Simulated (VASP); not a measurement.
# SrCl2 (Fm-3m) in VASP: notebook, part 2 of 2

VASP 6.6.1. The steps go on from the part before.

### Step 3. Relaxation of cell and atoms, r2SCAN, target pressure 5 GPa, at which the enthalpy is minimised

This run uses another cell than the first one, of 25.53 Å³/atom, 1.077 times its volume.

POSCAR

```
SrCl2
1.0
    0.0000000000      3.3707213839      3.3707213839
    3.3707213839      0.0000000000      3.3707213839
    3.3707213839      3.3707213839      0.0000000000
Sr Cl
1 2
Direct
    0.0000000000      0.0000000000      0.0000000000
    0.2500000000      0.2500000000      0.2500000000
    0.7500000000      0.7500000000      0.7500000000
```

INCAR.step1

```
SYSTEM = SrCl2
PREC = Accurate
ENCUT = 600
ISMEAR = 0
SIGMA = 0.02
LREAL = .False.
LASPH = .True.
NELM = 60
GGA = PE
ALGO = Normal
EDIFF = 1E-4
LWAVE = .True.
LCHARG = .False.
```

INCAR.step2

```
SYSTEM = SrCl2
PREC = Accurate
ENCUT = 600
EDIFF = 1E-6
ISMEAR = 0
SIGMA = 0.02
LREAL = .False.
LASPH = .True.
NELM = 60
ALGO = Normal
ISIF = 3
LWAVE = .False.
LCHARG = .False.
METAGGA = R2SCAN
LMIXTAU = .True.
IBRION = 2
NSW = 70
EDIFFG = -0.008
PSTRESS = 50.0
ISTART = 1
```

KPOINTS

```
regular mesh
0
Gamma
  6 6 6
  0 0 0
```

Potentials or basis: VASP PAW PBE potentials, release 64 (Sr_sv, Cl).

On the command line:

```bash
$ cat potpaw_PBE.64/Sr_sv/POTCAR potpaw_PBE.64/Cl/POTCAR > POTCAR
$ cp INCAR.step1 INCAR
$ mpirun -np 1 vasp_std > vasp.out
$ cp INCAR.step2 INCAR
$ mpirun -np 1 vasp_std > vasp.out
```

OUTCAR:

```text
SYSTEM = SrCl2
   PREC = Accurate
   ENCUT = 600
   EDIFF = 1E-6
   ISMEAR = 0
   LREAL = .False.
   LASPH = .True.
   NELM = 60
   ISIF = 3
   METAGGA = R2SCAN
   IBRION = 2
   NSW = 70
   EDIFFG = -0.008
   PSTRESS = 50.0
   ISTART = 1

 ion  position               nearest neighbor table
   1  0.000  0.000  0.000-   3 2.92   3 2.92   2 2.92   3 2.92   2 2.92   2 2.92   3 2.92   2 2.92

   2  0.250  0.250  0.250-   1 2.92   1 2.92   1 2.92   1 2.92
   3  0.750  0.750  0.750-   1 2.92   1 2.92   1 2.92   1 2.92

  LATTYP: Found a face centered cubic cell.
 ALAT       =     6.7414427678

  Lattice vectors:

 A1 = (   0.0000000000,   3.3707213839,   3.3707213839)
 A2 = (   3.3707213839,   0.0000000000,   3.3707213839)
 A3 = (   3.3707213839,   3.3707213839,   0.0000000000)

Analysis of symmetry for initial positions (statically):
=====================================================================
 Subroutine PRICEL returns:
 Original cell was already a primitive cell.

 Routine SETGRP: Setting up the symmetry group for a
 face centered cubic supercell.

 Subroutine GETGRP returns: Found 48 space group operations
 (whereof 48 operations were pure point group operations)
 out of a pool of 48 trial point group operations.

The static configuration has the point symmetry O_h .

Analysis of symmetry for dynamics (positions and initial velocities):
=====================================================================
 Subroutine PRICEL returns:
 Original cell was already a primitive cell.

 Routine SETGRP: Setting up the symmetry group for a
 face centered cubic supercell.

 Subroutine GETGRP returns: Found 48 space group operations
 (whereof 48 operations were pure point group operations)
 out of a pool of 48 trial point group operations.

The dynamic configuration has the point symmetry O_h .

 Subroutine INISYM returns: Found 48 space group operations
 (whereof 48 operations are pure point group operations),
 and found     1 'primitive' translations

[... 92 lines left out ...]
   NFREE  =      1    steps in history (QN), initial steepest desc. (CG)
   ISIF   =      3    stress and relaxation
   ISYM   =      2    0-nonsym 1-usesym 2-fastsym
   POTIM  = 0.5000    time-step for ionic-motion
   TEBEG  =    0.0;   TEEND  =   0.0 temperature during run
   PSTRESS=   50.0 pullay stress
   NELECT =      24.0000    total number of electrons
   NUPDOWN=      -1.0000    fix difference up-down
   EMIN   =  10.00;   EMAX   =-10.00  energy-range for DOS
   EFERMI =   0.00;   METHOD = LEGACY
   ISMEAR =     0;   SIGMA  =   0.02  broadening in eV -4-tet -1-fermi 0-gaus
   EFERMI_NEDOS =   21; number of points for ismear=-14 and -15
   IALGO  =     38    algorithm
   IMIX   =      4    mixing-type and parameters
     AMIX     =   0.40;   BMIX     =  1.00
     AMIX_MAG =   1.60;   BMIX_MAG =  1.00
  volume/ion in A,a.u.               =      25.53       172.30
  Fermi-wavevector in a.u.,A,eV,Ry     =   1.111934  2.101251 16.822209  1.236397
  Thomas-Fermi vector in A             =   2.248503
   LORBIT       =      0    0 simple, 1 ext, 2 COOP (PROOUT), +10 PAW based schemes
   METAGGA = R2SCAN    functional components
   LHFCALC =     F    Hartree Fock is set to
   AEXX    =    0.0000 exact exchange contribution
   IVDW    =     0    specifies the selected vdW correction
   LEPSILON=     F    determine dielectric tensor
   LRPA    =     F    only Hartree local field effects (RPA)
 conjugate gradient relaxation of ions
 non-spin polarized calculation
 Gauss-broadening in eV      SIGMA  =   0.02
  energy-cutoff  :      600.00
  volume of cell :       76.59
 maximum number of plane-waves:      2637
 NGX is ok and might be reduce to    40
   NGX = 19   NGY = 19   NGZ = 19

--------------------------------------- Ionic step        1  -------------------------------------------

 number of electron      23.9999998 magnetization

 Free energy of the ion-electron system (eV)
  ---------------------------------------------------
  ext. energy  EPLUGINS =         0.00000000
  ---------------------------------------------------
  free energy    TOTEN  =       -35.55671749 eV

  energy without entropy =      -35.55671749  energy(sigma->0) =      -35.55671749

------------------------ aborting loop because EDIFF is reached ----------------------------------------

  FORCE on cell =-STRESS in cart. coord.  units (eV):
  Direction    XX          YY          ZZ          XY          YZ          ZX
  --------------------------------------------------------------------------------------
  -------------------------------------------------------------------------------------
  Total        2.6200002      2.6200002      2.6200002      0.0000000     -0.0000000     -0.0000000
  in kB       54.8041363     54.8041363     54.8041363      0.0000000     -0.0000000     -0.0000000
  external PRESSURE =       4.8041363 kB  Pullay stress =      50.0000000 kB
[... 65 lines left out ...]
--------------------------------------- Ionic step        3  -------------------------------------------

 number of electron      23.9999997 magnetization

 Free energy of the ion-electron system (eV)
  ---------------------------------------------------
  ext. energy  EPLUGINS =         0.00000000
  ---------------------------------------------------
  free energy    TOTEN  =       -35.57667788 eV

  energy without entropy =      -35.57667788  energy(sigma->0) =      -35.57667788

 E-fermi :   0.6324     XC(G=0):  -9.2164

 val. band max:        0.4451439536   @ k =   0.5000   0.5000   0.0000
 cond. band min:       6.3648429452   @ k =   0.5000   0.5000   0.0000
 fundamental gap:      5.9196989916
 Fermi energy:         0.6324068025

 k-point     1 :       0.0000    0.0000    0.0000
  band No.  band energies     occupation
      1     -33.2113      2.00000
      2     -14.6267      2.00000
      3     -14.6267      2.00000
      4     -14.6267      2.00000
      5     -13.7669      2.00000
      6     -12.6769      2.00000
[... 327 lines left out ...]
  energy  without entropy=      -35.5766778822  energy(sigma->0) =      -35.57667788

  enthalpy is  TOTEN    =       -33.1672969182 eV   P V=        2.4093809641

 reached required accuracy - stopping structural energy minimisation
```

OSZICAR.step1:

```text
N       E                     dE             d eps       ncg     rms          rms(c)
DAV:   1     0.162941748939E+03    0.16294E+03   -0.12536E+04   512   0.151E+03
DAV:   2    -0.349510960036E+01   -0.16644E+03   -0.16444E+03   704   0.269E+02
DAV:   3    -0.125012717606E+02   -0.90062E+01   -0.89974E+01   704   0.665E+01
DAV:   4    -0.128576894177E+02   -0.35642E+00   -0.35635E+00   912   0.102E+01
DAV:   5    -0.128606823751E+02   -0.29930E-02   -0.29929E-02   704   0.771E-01    0.165E+01
DAV:   6    -0.125941798982E+02    0.26650E+00   -0.65262E-01   624   0.485E+00    0.105E+01
DAV:   7    -0.126047561854E+02   -0.10576E-01   -0.46308E-01   744   0.444E+00    0.181E+00
DAV:   8    -0.126041862673E+02    0.56992E-03   -0.69895E-02   624   0.157E+00    0.409E-01
DAV:   9    -0.126053439803E+02   -0.11577E-02   -0.19939E-03   720   0.316E-01    0.153E-01
DAV:  10    -0.126067060795E+02   -0.13621E-02   -0.11590E-03   560   0.232E-01    0.417E-02
DAV:  11    -0.126067954020E+02   -0.89323E-04   -0.10646E-04   640   0.600E-02
   1 F= -.12606795E+02 E0= -.12606795E+02  d E =-.104147E-27
```

Run time: 1.9 min. Hardware: 1 thread of Intel Xeon 6975P-C (Granite Rapids), shared host; peak memory 0.27 GiB.

What came out:

```yaml
Free_energy: -35.5767 eV
Relaxed_volume: 25.74 Å³/atom
Relaxed_cell: a = 4.780 Å, b = 4.780 Å, c = 4.780 Å, α = 60.00°, β = 60.00°, γ = 60.00°
Space_group_after_relaxing_to_0.05_Å: Fm-3m (No. 225)
Energy_change_on_relaxing_the_enthalpy_is_what_falls: -6.7 meV/atom
Ionic_steps: 3
Pressure_after_relaxing: 5.0 GPa
Band_gap_on_the_k_mesh: 5.92 eV, direct
```

The path:
```
step  energy change (eV)  largest force (eV/Å)  pressure (GPa)  volume (Å³)
   1              0.0000                0.0000            5.48        76.59
   2             -0.0274                0.0000            4.81        77.45
   3             -0.0200                0.0000            5.00        77.21
```

Final structure:
```yaml
crystal:
  lattice:
    - [0.00000, 3.37965, 3.37965]
    - [3.37965, 0.00000, 3.37965]
    - [3.37965, 3.37965, 0.00000]
  atoms:
    - { symbol: Sr, position: [0.00000, 0.00000, 0.00000] }
    - { symbol: Cl, position: [0.25000, 0.25000, 0.25000] }
    - { symbol: Cl, position: [0.75000, 0.75000, 0.75000] }
```

Levels at points of the mesh, in eV from the valence-band top:
```csv
k point,band 8,band 9,band 10,band 11,band 12,band 13,band 14,band 15,band 16
"(0.00, 0.00, 0.00)",-2.51,-2.51,-0.39,-0.39,-0.39,6.33,6.62,6.62,9.78
"(0.50, 0.00, 0.00)",-1.87,-1.67,-1.53,-1.20,-1.20,7.35,7.35,8.34,8.58
"(0.50, 0.50, 0.00)",-2.15,-2.15,-0.48,-0.48,0.00,5.92,8.05,8.44,8.97
```

Caveat: the cell is relaxed towards a set pressure, so the enthalpy falls and the energy may rise; the PAW data sets were made with another functional, which shifts forces and pressure a little. r2SCAN opens gaps a little over a GGA but as a rule still falls short of measured ones.

### Step 4. Relaxation of cell and atoms, r2SCAN, target pressure 2 GPa, at which the enthalpy is minimised

This run uses another cell than the first one, of 27.98 Å³/atom, 1.181 times its volume.

POSCAR

```
SrCl2
1.0
    0.0000000000      3.4751124254      3.4751124254
    3.4751124254      0.0000000000      3.4751124254
    3.4751124254      3.4751124254      0.0000000000
Sr Cl
1 2
Direct
    0.0000000000      0.0000000000      0.0000000000
    0.2500000000      0.2500000000      0.2500000000
    0.7500000000      0.7500000000      0.7500000000
```

INCAR.step1

```
  PREC = Accurate
  ENCUT = 600
  ISMEAR = 0
  SIGMA = 0.02
  LREAL = F
  LASPH = T
  NELM = 100
  GGA = PE
  ALGO = Normal
  EDIFF = 1E-4
  LWAVE = T
  LCHARG = F
```

INCAR.step2

```
  PREC = Accurate
  ENCUT = 600
  EDIFF = 1E-6
  ISMEAR = 0
  SIGMA = 0.02
  LREAL = F
  LASPH = T
  NELM = 100
  ALGO = Normal
  ISIF = 3
  LWAVE = F
  LCHARG = F
  METAGGA = R2SCAN
  LMIXTAU = T
  IBRION = 2
  NSW = 70
  EDIFFG = -0.008
  PSTRESS = 20.0
  ISTART = 1
```

KPOINTS

```
regular mesh
0
Gamma
  6 6 6
```

Potentials or basis: VASP PAW PBE potentials, release 64 (Sr_sv, Cl).

On the command line:

```bash
$ cat potpaw_PBE.64/Sr_sv/POTCAR potpaw_PBE.64/Cl/POTCAR > POTCAR
$ cp INCAR.step1 INCAR
$ mpirun -np 1 vasp_std > vasp.out
$ cp INCAR.step2 INCAR
$ mpirun -np 1 vasp_std > vasp.out
```

OUTCAR:

```text
PREC = Accurate
   ENCUT = 600
   EDIFF = 1E-6
   ISMEAR = 0
   LREAL = F
   LASPH = T
   NELM = 100
   ISIF = 3
   METAGGA = R2SCAN
   IBRION = 2
   NSW = 70
   EDIFFG = -0.008
   PSTRESS = 20.0
   ISTART = 1

 ion  position               nearest neighbor table
   1  0.000  0.000  0.000-   3 3.01   3 3.01   3 3.01   2 3.01   3 3.01   2 3.01   2 3.01   2 3.01

   2  0.250  0.250  0.250-   1 3.01   1 3.01   1 3.01   1 3.01
   3  0.750  0.750  0.750-   1 3.01   1 3.01   1 3.01   1 3.01

  LATTYP: Found a face centered cubic cell.
 ALAT       =     6.9502248508

  Lattice vectors:

 A1 = (   0.0000000000,   3.4751124254,   3.4751124254)
 A2 = (   3.4751124254,   0.0000000000,   3.4751124254)
 A3 = (   3.4751124254,   3.4751124254,   0.0000000000)

Analysis of symmetry for initial positions (statically):
[... 167 lines left out ...]
  energy without entropy =      -35.69407759  energy(sigma->0) =      -35.69407759

 E-fermi :  -0.0616     XC(G=0):  -8.8209

 val. band max:       -0.1453726496   @ k =   0.5000   0.5000   0.0000
 cond. band min:       5.8387063862   @ k =   0.5000   0.5000   0.0000
 fundamental gap:      5.9840790358
 Fermi energy:        -0.0616452435

 k-point     1 :       0.0000    0.0000    0.0000
  band No.  band energies     occupation
      1     -34.0576      2.00000
      2     -15.4326      2.00000
      3     -15.4326      2.00000
      4     -15.4326      2.00000
      5     -14.0691      2.00000
      6     -13.1701      2.00000
[... 370 lines left out ...]
--------------------------------------- Ionic step        3  -------------------------------------------

 number of electron      24.0000002 magnetization

 Free energy of the ion-electron system (eV)
  ---------------------------------------------------
  ext. energy  EPLUGINS =         0.00000000
  ---------------------------------------------------
  free energy    TOTEN  =       -35.67500342 eV

  energy without entropy =      -35.67500342  energy(sigma->0) =      -35.67500342

 E-fermi :   0.1298     XC(G=0):  -8.9437

 val. band max:        0.0331624091   @ k =   0.5000   0.5000   0.0000
 cond. band min:       6.0004003260   @ k =   0.5000   0.5000   0.0000
 fundamental gap:      5.9672379169
 Fermi energy:         0.1297590814

 k-point     1 :       0.0000    0.0000    0.0000
  band No.  band energies     occupation
      1     -33.7951      2.00000
      2     -15.1821      2.00000
      3     -15.1821      2.00000
      4     -15.1821      2.00000
      5     -13.9771      2.00000
      6     -13.0212      2.00000
[... 327 lines left out ...]
  energy  without entropy=      -35.6750034177  energy(sigma->0) =      -35.67500342

  enthalpy is  TOTEN    =       -34.6543897415 eV   P V=        1.0206136762

 reached required accuracy - stopping structural energy minimisation
```

OSZICAR.step1:

```text
N       E                     dE             d eps       ncg     rms          rms(c)
DAV:   1     0.156510985969E+03    0.15651E+03   -0.12464E+04   512   0.150E+03
DAV:   2    -0.388352539764E+01   -0.16039E+03   -0.15629E+03   688   0.260E+02
DAV:   3    -0.127397322943E+02   -0.88562E+01   -0.88500E+01   736   0.654E+01
DAV:   4    -0.130432283682E+02   -0.30350E+00   -0.30343E+00   848   0.922E+00
DAV:   5    -0.130470558107E+02   -0.38274E-02   -0.38274E-02   768   0.894E-01    0.133E+01
DAV:   6    -0.127566009112E+02    0.29045E+00   -0.76465E-01   688   0.510E+00    0.862E+00
DAV:   7    -0.127676112911E+02   -0.11010E-01   -0.45381E-01   752   0.431E+00    0.202E+00
DAV:   8    -0.127716768309E+02   -0.40655E-02   -0.64168E-02   616   0.152E+00    0.339E-01
DAV:   9    -0.127730773463E+02   -0.14005E-02   -0.24126E-03   760   0.314E-01    0.126E-01
DAV:  10    -0.127744225915E+02   -0.13452E-02   -0.11598E-03   568   0.231E-01    0.326E-02
DAV:  11    -0.127745023756E+02   -0.79784E-04   -0.93915E-05   608   0.596E-02
   1 F= -.12774502E+02 E0= -.12774502E+02  d E =-.203547E-21
```

Wall time 2 min (1 thread of Intel Xeon 6975P-C (Granite Rapids), shared host); peak memory 0.27 GiB.

What came out:

| Property | Result |
| --- | --- |
| Free energy | -35.6750 eV |
| Relaxed volume | 27.25 Å³/atom |
| Relaxed cell | a = 4.872 Å, b = 4.872 Å, c = 4.872 Å, α = 60.00°, β = 60.00°, γ = 60.00° |
| Space group after relaxing (to 0.05 Å) | Fm-3m (No. 225) |
| Energy change on relaxing (the enthalpy is what falls) | +6.4 meV/atom |
| Ionic steps | 3 |
| Pressure after relaxing | 2.0 GPa |
| Band gap on the k mesh | 5.97 eV, direct |

Step by step:
```
step  energy change (eV)  largest force (eV/Å)  pressure (GPa)  volume (Å³)
   1              0.0000                0.0000            0.84        83.93
   2              0.0224                0.0000            2.15        81.50
   3              0.0191                0.0000            2.01        81.76
```

Final structure:
```cif
data_structure
_symmetry_space_group_name_H-M 'P 1'
_symmetry_Int_Tables_number 1
_cell_length_a 4.8718
_cell_length_b 4.8718
_cell_length_c 4.8718
_cell_angle_alpha 60.000
_cell_angle_beta 60.000
_cell_angle_gamma 60.000
_cell_volume 81.76
loop_
_atom_site_label
_atom_site_type_symbol
_atom_site_fract_x
_atom_site_fract_y
_atom_site_fract_z
_atom_site_occupancy
Sr1 Sr 0.00000 0.00000 0.00000 1
Cl1 Cl 0.25000 0.25000 0.25000 1
Cl2 Cl 0.75000 0.75000 0.75000 1
```

Caveat: the cell is relaxed towards a set pressure, so the enthalpy falls and the energy may rise; the PAW data sets were made with another functional, which shifts forces and pressure a little. r2SCAN opens gaps a little over a GGA but as a rule still falls short of measured ones.

### Step 5. Relaxation of cell and atoms, r2SCAN, target pressure -2 GPa, at which the enthalpy is minimised

This run uses another cell than the first one, of 29.07 Å³/atom, 1.227 times its volume.

POSCAR

```
SrCl2
1.0
    0.0000000000      3.5199519170      3.5199519170
    3.5199519170      0.0000000000      3.5199519170
    3.5199519170      3.5199519170      0.0000000000
Sr Cl
1 2
Direct
    0.0000000000      0.0000000000      0.0000000000
    0.2500000000      0.2500000000      0.2500000000
    0.7500000000      0.7500000000      0.7500000000
```

INCAR.step1

```
PREC = Accurate
ENCUT = 600
ISMEAR = 0
SIGMA = 0.02
LREAL = F
LASPH = T
NELM = 80
GGA = PE
ALGO = Normal
EDIFF = 1E-4
LWAVE = T
LCHARG = F
```

INCAR.step2

```
PREC = Accurate
ENCUT = 600
EDIFF = 1E-6
ISMEAR = 0
SIGMA = 0.02
LREAL = F
LASPH = T
NELM = 80
ALGO = Normal
ISIF = 3
LWAVE = F
LCHARG = F
METAGGA = R2SCAN
LMIXTAU = T
IBRION = 2
NSW = 70
EDIFFG = -0.008
PSTRESS = -20.0
ISTART = 1
```

KPOINTS is that of step 4.

On the command line:

```bash
$ cat potpaw_PBE.64/Sr_sv/POTCAR potpaw_PBE.64/Cl/POTCAR > POTCAR
$ cp INCAR.step1 INCAR
$ mpirun -np 1 vasp_std > vasp.out
$ cp INCAR.step2 INCAR
$ mpirun -np 1 vasp_std > vasp.out
```

Wall time 2.2 min (1 thread of Intel Xeon 6975P-C (Granite Rapids), shared host); peak memory 0.28 GiB.

The run converged. Its results:

```yaml
Free_energy: -35.6633 eV
Relaxed_volume: 30.39 Å³/atom
Relaxed_cell: a = 5.052 Å, b = 5.052 Å, c = 5.052 Å, α = 60.00°, β = 60.00°, γ = 60.00°
Space_group_after_relaxing_to_0.05_Å: Fm-3m (No. 225)
Energy_change_on_relaxing_the_enthalpy_is_what_falls: +11.0 meV/atom
Ionic_steps: 3
Pressure_after_relaxing: -2.0 GPa
Band_gap_on_the_k_mesh: 5.70 eV, indirect (least direct gap 6.02 eV)
```

Step by step:
| step | energy change (eV) | largest force (eV/Å) | pressure (GPa) | volume (Å³) |
| --- | --- | --- | --- | --- |
| 1 | 0.0000 | 0.0000 | -0.62 | 87.22 |
| 2 | 0.0242 | 0.0000 | -1.77 | 90.42 |
| 3 | 0.0329 | 0.0000 | -2.00 | 91.16 |

Final structure:
```xyz
3
Lattice="0.0000 3.5721 3.5721 3.5721 0.0000 3.5721 3.5721 3.5721 0.0000" Properties=species:S:1:pos:R:3 pbc="T T T"
Sr    0.0000    0.0000    0.0000
Cl    1.7860    1.7860    1.7860
Cl    5.3581    5.3581    5.3581
```

Levels at points of the mesh, in eV from the valence-band top:
```
           k point  band 10  band 11  band 12  band 13  band 14  band 15
(0.00, 0.00, 0.00)    -0.32    -0.32    -0.32     5.70     6.70     6.70
(0.50, 0.00, 0.00)    -1.22    -0.97    -0.97     7.22     7.22     8.00
(0.50, 0.50, 0.00)    -0.35    -0.35     0.00     6.02     7.59     8.03
```

Caveat: the cell is relaxed towards a set pressure, so the enthalpy falls and the energy may rise; the PAW data sets were made with another functional, which shifts forces and pressure a little. Zero-point motion and thermal expansion aren't in these numbers.

### Step 6. The runs side by side

```tsv
cell	gap on the mesh (eV)	pressure (GPa)
relaxed to 10 GPa from a = 4.650 Å, angles 60.0°, 3 atoms	5.84	10.0
relaxed to 5 GPa from a = 4.767 Å, angles 60.0°, 3 atoms	5.92	5.0
relaxed to 2 GPa from a = 4.915 Å, angles 60.0°, 3 atoms	5.97	2.0
relaxed to -2 GPa from a = 4.978 Å, angles 60.0°, 3 atoms	5.70	-2.0
```

Alike in all rows: task relaxation of cell and atoms; level r2SCAN; potentials or basis VASP PAW PBE potentials, release 64 (Sr_sv, Cl); no spin polarisation; k mesh 6 × 6 × 6; cutoff (eV) 600; smearing gaussian 0.02 eV.

Caveats: the cell is relaxed towards a set pressure, so the enthalpy falls and the energy may rise; the PAW data sets were made with another functional, which shifts forces and pressure a little.

Absolute energies hang on the potentials; compare differences alone.
